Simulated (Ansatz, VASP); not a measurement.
**Hg: VASP beside Ansatz**

```xyz
2
Lattice="0.0000 3.0724 3.0724 3.0724 0.0000 3.0724 3.0724 3.0724 0.0000" Properties=species:S:1:pos:R:3 pbc="T T T"
Hg   -0.7681   -0.7681   -0.7681
Hg    0.7681    0.7681    0.7681
```

Change from the starting cell: volume scaled by 0.8, LAPW.

Alike in both runs: task single point; functional PBEsol; k mesh 12 × 12 × 12; occupations fermi-dirac, width 0.05 eV; no spin polarisation.

|  | VASP | Ansatz |
| --- | --- | --- |
| version | VASP 6.6.1 | Ansatz 0.2.0 |
| potentials or method | VASP PAW PBE potentials, release 64 (Hg), cutoff 520 eV | all-electron LAPW, scalar-relativistic |

|  | VASP | Ansatz | Ansatz less VASP |
| --- | --- | --- | --- |
| pressure (GPa) | 9.2 | 8.5 | -0.72 |

VASP's potentials were made for PBE, not for PBEsol. Ansatz ran all-electron here, and VASP with PAW potentials.

Spin-orbit coupling is off throughout.
